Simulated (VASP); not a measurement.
# NiO2 (Cmcm) in VASP: a series of runs

The runs below take NiO2 through single point, with PBEsol.

Program: VASP 6.6.1. These are calculated values, not measurements. Logs are shortened: lines on timing, memory, paths and dates and some standing lists are left out, and cuts for length are marked.

### 1 The cell of the first run

Symmetry: Cmcm, No. 63, orthorhombic system. The conventional cell has a = 2.783 Å, b = 4.845 Å, c = 10.843 Å, α = 90.00°, β = 90.00°, γ = 90.00°. Ni (site symmetry 2/m) has 6 O at 1.86 to 1.87 Å within 2.5 Å. Within 2.5 Å of O (site symmetry m) lie 3 Ni at 1.86 to 1.87 Å and 3 O at 2.46 to 2.47 Å.

### 2 Single point, PBEsol (strain +0.0050 x Voigt [0, 1, 0, 0, 0, 0])

INCAR reads:

```
SYSTEM = NiO2
PREC = Accurate
ENCUT = 520
EDIFF = 1E-6
ISMEAR = 0
SIGMA = 0.05
LREAL = .FALSE.
LASPH = .TRUE.
NELM = 80
ALGO = Normal
ISIF = 2
LWAVE = .FALSE.
LCHARG = .TRUE.
GGA = PS
LELF = .TRUE.
LVHAR = .TRUE.
NBANDS = 31
```

KPOINTS reads:

```
regular mesh
0
G
  12 12 4
  0 0 0
```

POSCAR reads:

```
NiO2
1.0
    2.7833395248      0.0000000000      0.0000000000
   -1.3916697624      2.4224949495      0.0000000000
    0.0000000000      0.0000000000     10.8430490062
Ni O
2 4
Direct
    0.0000000000      0.0000000000      0.0000000000
    0.0000000000      0.0000000000      0.5000000000
    0.6666666667      0.3333333333      0.0860929541
    0.6666666667      0.3333333333      0.4139070459
    0.3333333333      0.6666666667      0.9139070459
    0.3333333333      0.6666666667      0.5860929541
```

Potentials or basis: VASP PAW PBE potentials, release 64 (Ni, O).

Run with:

```sh
cat potpaw_PBE.64/Ni/POTCAR potpaw_PBE.64/O/POTCAR > POTCAR
mpirun -np 1 vasp_std > vasp.out
```

OUTCAR:

```text
SYSTEM = NiO2
   PREC = Accurate
   ENCUT = 520
   EDIFF = 1E-6
   ISMEAR = 0
   LREAL = .FALSE.
   LASPH = .TRUE.
   NELM = 80
   ISIF = 2
   GGA = PS

 ion  position               nearest neighbor table
   1  0.000  0.000  0.000-   3 1.86   5 1.86   3 1.86   5 1.86   3 1.87   5 1.87
   2  0.000  0.000  0.500-   4 1.86   6 1.86   4 1.86   6 1.86   4 1.87   6 1.87
   3  0.667  0.333  0.086-   1 1.86   1 1.86   1 1.87
   4  0.667  0.333  0.414-   2 1.86   2 1.86   2 1.87
   5  0.333  0.667  0.914-   1 1.86   1 1.86   1 1.87
   6  0.333  0.667  0.586-   2 1.86   2 1.86   2 1.87

  LATTYP: Found a base centered orthorhombic cell.
 ALAT       =     2.7833395248
 B/A-ratio  =     1.7407110616
 C/A-ratio  =     3.8956975639

  Lattice vectors:

 A1 = (   1.3916697624,  -2.4224949495,   0.0000000000)
 A2 = (   1.3916697624,   2.4224949495,   0.0000000000)
 A3 = (   0.0000000000,   0.0000000000,  10.8430490062)

Analysis of symmetry for initial positions (statically):
=====================================================================
 Subroutine PRICEL returns:
 Original cell was already a primitive cell.

 Routine SETGRP: Setting up the symmetry group for a
 base centered orthorhombic supercell.

 Subroutine GETGRP returns: Found  8 space group operations
 (whereof  4 operations were pure point group operations)
 out of a pool of  8 trial point group operations.

The static configuration has the point symmetry C_2h.
 The point group associated with its full space group is D_2h.

Analysis of symmetry for dynamics (positions and initial velocities):
=====================================================================
 Subroutine PRICEL returns:
 Original cell was already a primitive cell.

 Routine SETGRP: Setting up the symmetry group for a
 base centered orthorhombic supercell.

 Subroutine GETGRP returns: Found  8 space group operations
 (whereof  4 operations were pure point group operations)
 out of a pool of  8 trial point group operations.

The dynamic configuration has the point symmetry C_2h.
 The point group associated with its full space group is D_2h.

 Subroutine INISYM returns: Found  8 space group operations
 (whereof  4 operations are pure point group operations),
 and found     1 'primitive' translations

----------------------------------------------------------------------------------------

                                     Primitive cell

  volume of cell :      73.1106

  direct lattice vectors                    reciprocal lattice vectors
     2.783339525  0.000000000  0.000000000     0.359280638  0.206398779  0.000000000
    -1.391669762  2.422494949  0.000000000     0.000000000  0.412797558  0.000000000
     0.000000000  0.000000000 10.843049006     0.000000000  0.000000000  0.092224982

  length of vectors
     2.783339525  2.793783547 10.843049006     0.414346513  0.412797558  0.092224982

  position of ions in fractional coordinates (direct lattice)
     0.000000000  0.000000000  0.000000000
     0.000000000  0.000000000  0.500000000
     0.666666667  0.333333333  0.086092954
     0.666666667  0.333333333  0.413907046
     0.333333333  0.666666667  0.913907046
     0.333333333  0.666666667  0.586092954

  ion indices of the primitive-cell ions
   primitive index   ion index
                 1           1
                 2           2
                 3           3
                 4           4
                 5           5
                 6           6

----------------------------------------------------------------------------------------

 KPOINTS: regular mesh

Automatic generation of k-mesh.
 Grid dimensions read from file:
 generate k-points for:   12   12    4

 Generating k-lattice:

  Cartesian coordinates                     Fractional coordinates (reciprocal lattice)
     0.029940053  0.017199898  0.000000000     0.083333333 -0.000000000  0.000000000
     0.000000000  0.034399797  0.000000000     0.000000000  0.083333333  0.000000000
     0.000000000  0.000000000  0.023056246     0.000000000  0.000000000  0.250000000

  Length of vectors
     0.034528876  0.034399797  0.023056246

  Shift w.r.t. Gamma in fractional coordinates (k-lattice)
     0.000000000  0.000000000  0.000000000

 Subroutine IBZKPT returns following result:
 ===========================================

 Found    129 irreducible k-points:

 Following reciprocal coordinates:
            Coordinates               Weight
  0.000000  0.000000  0.000000      1.000000
  0.083333  0.000000  0.000000      4.000000
  0.166667  0.000000  0.000000      4.000000
  0.250000  0.000000  0.000000      4.000000
  0.333333  0.000000  0.000000      4.000000
  0.416667  0.000000  0.000000      4.000000
[... 16 lines left out ...]
  0.333333  0.166667  0.000000      4.000000
  0.416667  0.166667  0.000000      4.000000
 [... further k-points ...]
   k-points           NKPTS =    129   k-points in BZ     NKDIM =    129   number of bands    NBANDS=     31
   number of dos      NEDOS =    301   number of ions     NIONS =      6
   total plane-waves  NPLWV =  48384
   dimension x,y,z NGX =    24 NGY =   24 NGZ =   84
   dimension x,y,z NGXF=    48 NGYF=   48 NGZF=  168
   ions per type =               2   4
   NGX,Y,Z   is equivalent  to a cutoff of  14.33, 14.28, 12.88 a.u.
   NGXF,Y,Z  is equivalent  to a cutoff of  28.67, 28.56, 25.76 a.u.
 SYSTEM =  NiO2
   PREC   = accura    normal or accurate (medium, high low for compatibility)
   ISTART =      0    job   : 0-new  1-cont  2-samecut
   ICHARG =      2    charge: 1-file 2-atom 10-const
   ISPIN  =      1    spin polarized calculation?
   LNONCOLLINEAR =      F non collinear calculations
   LSORBIT =      F    spin-orbit coupling
   LASPH  =      T    aspherical Exc in radial PAW
   ENCUT  =  520.0 eV  38.22 Ry    6.18 a.u.   5.18  5.19 20.16*2*pi/ulx,y,z
   NELM   =     80;   NELMIN=  2; NELMDL= -5     # of ELM steps
   EDIFF  = 0.1E-05   stopping-criterion for ELM
   LREAL  =      F    real-space projection
   EDIFFG = 0.1E-04   stopping-criterion for IOM
   NSW    =      0    number of steps for IOM
   IBRION =     -1    ionic relax: 0-MD 1-quasi-New 2-CG
   NFREE  =      0    steps in history (QN), initial steepest desc. (CG)
   ISIF   =      2    stress and relaxation
   ISYM   =      2    0-nonsym 1-usesym 2-fastsym
   POTIM  = 0.5000    time-step for ionic-motion
   TEBEG  =    0.0;   TEEND  =   0.0 temperature during run
   PSTRESS=    0.0 pullay stress
   NELECT =      44.0000    total number of electrons
   NUPDOWN=      -1.0000    fix difference up-down
   EMIN   =  10.00;   EMAX   =-10.00  energy-range for DOS
   EFERMI =   0.00;   METHOD = LEGACY
   ISMEAR =     0;   SIGMA  =   0.05  broadening in eV -4-tet -1-fermi 0-gaus
   EFERMI_NEDOS =   21; number of points for ismear=-14 and -15
   IALGO  =     38    algorithm
   IMIX   =      4    mixing-type and parameters
     AMIX     =   0.40;   BMIX     =  1.00
     AMIX_MAG =   1.60;   BMIX_MAG =  1.00
  volume/ion in A,a.u.               =      12.19        82.23
  Fermi-wavevector in a.u.,A,eV,Ry     =   1.382183  2.611947 25.992978  1.910430
  Thomas-Fermi vector in A             =   2.506898
   LORBIT       =      0    0 simple, 1 ext, 2 COOP (PROOUT), +10 PAW based schemes
   GGA     = PS    functional components
   LHFCALC =     F    Hartree Fock is set to
   AEXX    =    0.0000 exact exchange contribution
   IVDW    =     0    specifies the selected vdW correction
   LEPSILON=     F    determine dielectric tensor
   LRPA    =     F    only Hartree local field effects (RPA)
 non-spin polarized calculation
 Gauss-broadening in eV      SIGMA  =   0.05
  energy-cutoff  :      520.00
  volume of cell :       73.11
 maximum number of plane-waves:      1987
 NGX is ok and might be reduce to    24
   NGX = 11   NGY = 11   NGZ = 41

 number of electron      44.0000005 magnetization

 Free energy of the ion-electron system (eV)
  ---------------------------------------------------
  ext. energy  EPLUGINS =         0.00000000
  ---------------------------------------------------
  free energy    TOTEN  =       -37.51613299 eV

  energy without entropy =      -37.51613299  energy(sigma->0) =      -37.51613299

 E-fermi :   1.2877     XC(G=0):  -9.7413

 val. band max:        1.0349738367   @ k =  -0.1667   0.0833   0.0000
 cond. band min:       2.1499429049   @ k =   0.0000   0.2500   0.0000
 fundamental gap:      1.1149690682
 Fermi energy:         1.2876557569

 k-point     1 :       0.0000    0.0000    0.0000
  band No.  band energies     occupation
      1     -18.5303      2.00000
      2     -18.5156      2.00000
      3     -16.0860      2.00000
      4     -16.0565      2.00000
      5      -4.5364      2.00000
      6      -4.5348      2.00000
[... 23 lines left out ...]
     30      12.0631      0.00000
     31      13.2514      0.00000

 k-point     2 :       0.0833    0.0000    0.0000
  band No.  band energies     occupation
      1     -18.4360      2.00000
      2     -18.4215      2.00000
      3     -16.0896      2.00000
      4     -16.0614      2.00000
      5      -4.5894      2.00000
      6      -4.5744      2.00000
[... 23 lines left out ...]
     30      12.3946      0.00000
     31      13.5795      0.00000

 k-point     3 :       0.1667    0.0000    0.0000
  band No.  band energies     occupation
      1     -18.1672      2.00000
      2     -18.1531      2.00000
      3     -16.1036      2.00000
      4     -16.0785      2.00000
      5      -4.7116      2.00000
      6      -4.6708      2.00000
[... 23 lines left out ...]
     30      13.2174      0.00000
     31      14.1219      0.00000

 k-point     4 :       0.2500    0.0000    0.0000
  band No.  band energies     occupation
      1     -17.7661      2.00000
      2     -17.7526      2.00000
      3     -16.1362      2.00000
      4     -16.1153      2.00000
      5      -4.8055      2.00000
      6      -4.7468      2.00000
[... 635 lines left out ...]
     30      15.2026      0.00000
     31      15.5210      0.00000

 k-point    23 :       0.3333    0.1667    0.0000
  band No.  band energies     occupation
      1     -16.7683      2.00000
      2     -16.7566      2.00000
      3     -16.3013      2.00000
      4     -16.2883      2.00000
      5      -5.1134      2.00000
      6      -5.0824      2.00000
[... 23 lines left out ...]
     30      14.9491      0.00000
     31      15.5109      0.00000

 k-point    24 :       0.4167    0.1667    0.0000
  band No.  band energies     occupation
      1     -16.5329      2.00000
      2     -16.5214      2.00000
      3     -16.4252      2.00000
      4     -16.4133      2.00000
      5      -5.2976      2.00000
      6      -5.2681      2.00000
[... 23 lines left out ...]
     30      14.7467      0.00000
     31      15.1212      0.00000

 [... further k-points ...]
[... 5 lines left out ...]
  --------------------------------------------------------------------------------------
  -------------------------------------------------------------------------------------
  Total        0.0784251     -0.4683318     -0.0553228      0.0000000     -0.0000000      0.0000000
  in kB        1.7186409    -10.2632229     -1.2123679      0.0000000     -0.0000000      0.0000000
  external PRESSURE =      -3.2523166 kB  Pullay stress =       0.0000000 kB

 VOLUME and BASIS-vectors are now :
 -----------------------------------------------------------------------------
  energy-cutoff  :      520.00
  volume of cell :       73.11
      direct lattice vectors                 reciprocal lattice vectors
     2.783339525  0.000000000  0.000000000     0.359280638  0.206398779  0.000000000
    -1.391669762  2.422494949  0.000000000     0.000000000  0.412797558  0.000000000
     0.000000000  0.000000000 10.843049006     0.000000000  0.000000000  0.092224982

 POSITION                                       TOTAL-FORCE (eV/Angst)
 -----------------------------------------------------------------------------------
      0.00000      0.00000      0.00000        -0.000000      0.000000      0.000000
      0.00000      0.00000      5.42152         0.000000      0.000000      0.000000
      1.39167      0.80750      0.93351         0.000000      0.025299      0.001760
      1.39167      0.80750      4.48801         0.000000      0.025299     -0.001760
     -0.00000      1.61500      9.90954         0.000000     -0.025299     -0.001760
     -0.00000      1.61500      6.35503         0.000000     -0.025299      0.001760
 -----------------------------------------------------------------------------------
    total drift:                               -0.000000      0.000000      0.000000

  FREE ENERGIE OF THE ION-ELECTRON SYSTEM (eV)
  ---------------------------------------------------
  free  energy   TOTEN  =       -37.5161329924 eV

  energy  without entropy=      -37.5161329924  energy(sigma->0) =      -37.51613299
```

It took 2.8 min on 1 thread of Intel Xeon 6975P-C (Granite Rapids), shared host; peak memory 0.36 GiB.

What came out:

* Free energy: -37.5161 eV
* Pressure: -0.3 GPa
* Largest force: 0.025 eV/Å
* Band gap on the k mesh: 1.11 eV (least direct gap 1.36 eV)

Forces on the atoms (eV/Å):
```
Ni   0.000  0.000  0.000
Ni   0.000  0.000  0.000
O    0.000  0.025  0.002
O    0.000  0.025 -0.002
O    0.000 -0.025 -0.002
O    0.000 -0.025  0.002
```

Levels at points of the mesh, in eV from the valence-band top:
```csv
k point,band 18,band 19,band 20,band 21,band 22,band 23,band 24,band 25,band 26,band 27
"(0.00, 0.00, 0.00)",-1.01,-1.00,-0.99,-0.21,-0.08,2.34,2.35,2.36,2.36,7.38
"(0.50, 0.00, 0.00)",-1.66,-1.62,-1.61,-0.99,-0.96,1.63,1.74,2.23,2.24,11.84
"(0.00, 0.50, 0.00)",-1.67,-1.61,-1.60,-1.01,-0.98,1.61,1.72,2.25,2.26,11.87
"(0.00, 0.00, 0.50)",-1.02,-1.00,-1.00,-0.13,-0.13,2.34,2.34,2.36,2.36,7.89
"(0.50, 0.00, 0.50)",-1.70,-1.61,-1.61,-0.98,-0.98,1.68,1.68,2.24,2.24,12.25
"(0.00, 0.50, 0.50)",-1.70,-1.60,-1.60,-0.99,-0.99,1.67,1.67,2.25,2.25,12.27
```

Caveat: the cell differs from its parent crystal (strain +0.0050 x Voigt [0, 1, 0, 0, 0, 0]); the PAW data sets were made with another functional, which shifts forces and pressure a little; the run has no spin polarisation, though such a crystal can be magnetic.

### 3 Single point, PBEsol (strain +0.0150 x Voigt [0, 1, 0, 0, 0, 0])

INCAR reads:

```
SYSTEM = NiO2
  PREC = Accurate
  ENCUT = 520
  EDIFF = 1E-7
  ISMEAR = 0
  SIGMA = 0.05
  LREAL = .FALSE.
  LASPH = .TRUE.
  NELM = 100
  ALGO = Normal
  ISIF = 2
  LWAVE = .FALSE.
  LCHARG = .FALSE.
  GGA = PS
  NBANDS = 31
```

KPOINTS is that of step 2.

POSCAR, as its differences from that of step 2:

```diff
@@ -3,3 +3,3 @@
     2.7833395248      0.0000000000      0.0000000000
-   -1.3916697624      2.4224949495      0.0000000000
+   -1.3916697624      2.4465993769      0.0000000000
     0.0000000000      0.0000000000     10.8430490062
```

Potentials or basis: VASP PAW PBE potentials, release 64 (Ni, O).

Run with:

```sh
cat potpaw_PBE.64/Ni/POTCAR potpaw_PBE.64/O/POTCAR > POTCAR
mpirun -np 1 vasp_std > vasp.out
```

It took 2.8 min on 1 thread of Intel Xeon 6975P-C (Granite Rapids), shared host; peak memory 0.37 GiB.

It converged, with:

| Property | Result |
| --- | --- |
| Free energy | -37.5044 eV |
| Pressure | -2.2 GPa |
| Largest force | 0.135 eV/Å |
| Band gap on the k mesh | 1.07 eV (least direct gap 1.33 eV) |

Forces in eV/Å, atoms in the order of the input:
```
Ni   0.000  0.000  0.000
Ni   0.000  0.000  0.000
O    0.000  0.067 -0.117
O    0.000  0.067  0.117
O    0.000 -0.067  0.117
O    0.000 -0.067 -0.117
```

Stress tensor (GPa, compression positive):
```
-1.04  0.00  0.00
 0.00 -4.49  0.00
 0.00  0.00 -1.12
```

Levels at points of the mesh, in eV from the valence-band top:
| k point | band 19 | band 20 | band 21 | band 22 | band 23 | band 24 | band 25 | band 26 |
| --- | --- | --- | --- | --- | --- | --- | --- | --- |
| (0.00, 0.00, 0.00) | -0.98 | -0.97 | -0.21 | -0.08 | 2.29 | 2.29 | 2.33 | 2.34 |
| (0.50, 0.00, 0.00) | -1.60 | -1.59 | -0.98 | -0.95 | 1.59 | 1.71 | 2.19 | 2.20 |
| (0.00, 0.50, 0.00) | -1.59 | -1.58 | -1.03 | -1.00 | 1.54 | 1.66 | 2.23 | 2.24 |
| (0.00, 0.00, 0.50) | -0.98 | -0.98 | -0.13 | -0.13 | 2.29 | 2.29 | 2.34 | 2.34 |
| (0.50, 0.00, 0.50) | -1.59 | -1.59 | -0.96 | -0.96 | 1.65 | 1.65 | 2.19 | 2.19 |
| (0.00, 0.50, 0.50) | -1.58 | -1.58 | -1.01 | -1.01 | 1.60 | 1.60 | 2.24 | 2.24 |

Caveat: the cell differs from its parent crystal (strain +0.0150 x Voigt [0, 1, 0, 0, 0, 0]); the PAW data sets were made with another functional, which shifts forces and pressure a little; the run has no spin polarisation, though such a crystal can be magnetic.

### 4 Single point, PBEsol (strain +0.0200 x Voigt [0, 1, 0, 0, 0, 0])

INCAR, as its differences from that of step 3:

```diff
@@ -8,3 +8,3 @@
   LASPH = .TRUE.
-  NELM = 100
+  NELM = 80
   ALGO = Normal
```

KPOINTS reads:

```
Automatic mesh
0
G
  12 12 4
  0 0 0
```

POSCAR, as its differences from that of step 3:

```diff
@@ -3,3 +3,3 @@
     2.7833395248      0.0000000000      0.0000000000
-   -1.3916697624      2.4465993769      0.0000000000
+   -1.3916697624      2.4586515906      0.0000000000
     0.0000000000      0.0000000000     10.8430490062
```

Run with:

```sh
cat potpaw_PBE.64/Ni/POTCAR potpaw_PBE.64/O/POTCAR > POTCAR
mpirun -np 1 vasp_std > vasp.out
```

Run time: 2.9 min. Hardware: 1 thread of Intel Xeon 6975P-C (Granite Rapids), shared host; peak memory 0.37 GiB.

Results (log left out):

```yaml
Free_energy: -37.4928 eV
Pressure: -3.1 GPa
Largest_force: 0.193 eV/Å
Band_gap_on_the_k_mesh: 1.05 eV (least direct gap 1.32 eV)
```

Forces in eV/Å, atoms in the order of the input:
```
Ni   0.000  0.000  0.000
Ni   0.000  0.000  0.000
O    0.000  0.084 -0.174
O    0.000  0.084  0.174
O    0.000 -0.084  0.174
O    0.000 -0.084 -0.174
```

Stress tensor (GPa, compression positive):
```
-1.61  0.00  0.00
 0.00 -6.13  0.00
 0.00  0.00 -1.57
```

Levels at points of the mesh, in eV from the valence-band top:
```
           k point  band 19  band 20  band 21  band 22  band 23  band 24  band 25  band 26
(0.00, 0.00, 0.00)    -0.97    -0.96    -0.21    -0.08     2.26     2.27     2.32     2.33
(0.50, 0.00, 0.00)    -1.59    -1.58    -0.97    -0.94     1.58     1.70     2.17     2.18
(0.00, 0.50, 0.00)    -1.58    -1.56    -1.04    -1.01     1.51     1.63     2.22     2.23
(0.00, 0.00, 0.50)    -0.97    -0.97    -0.13    -0.13     2.26     2.26     2.32     2.32
(0.50, 0.00, 0.50)    -1.58    -1.58    -0.95    -0.95     1.64     1.64     2.17     2.17
(0.00, 0.50, 0.50)    -1.57    -1.57    -1.02    -1.02     1.57     1.57     2.23     2.23
```

Caveat: the cell differs from its parent crystal (strain +0.0200 x Voigt [0, 1, 0, 0, 0, 0]); the cell stands under tension; the PAW data sets were made with another functional, which shifts forces and pressure a little; the run has no spin polarisation, though such a crystal can be magnetic.

### 5 The runs side by side

```tsv
cell	gap on the mesh (eV)	pressure (GPa)	largest force (eV/Å)
a = 2.783, b = 2.794, c = 10.843 Å, angles 90.0, 90.0, 119.9°, 6 atoms	1.11	-0.3	0.03
a = 2.783, b = 2.815, c = 10.843 Å, angles 90.0, 90.0, 119.6°, 6 atoms	1.07	-2.2	0.14
a = 2.783, b = 2.825, c = 10.843 Å, angles 90.0, 90.0, 119.5°, 6 atoms	1.05	-3.1	0.19
```

Alike in all rows: task single point; level PBEsol; potentials or basis VASP PAW PBE potentials, release 64 (Ni, O); no spin polarisation; k mesh 12 × 12 × 4; cutoff (eV) 520; smearing gaussian 0.05 eV.

Caveats: the PAW data sets were made with another functional, which shifts forces and pressure a little; the run has no spin polarisation, though such a crystal can be magnetic; the cell stands under tension (at least some runs).

Total energies depend on the potentials used, so only differences within one code and one set of settings carry meaning.
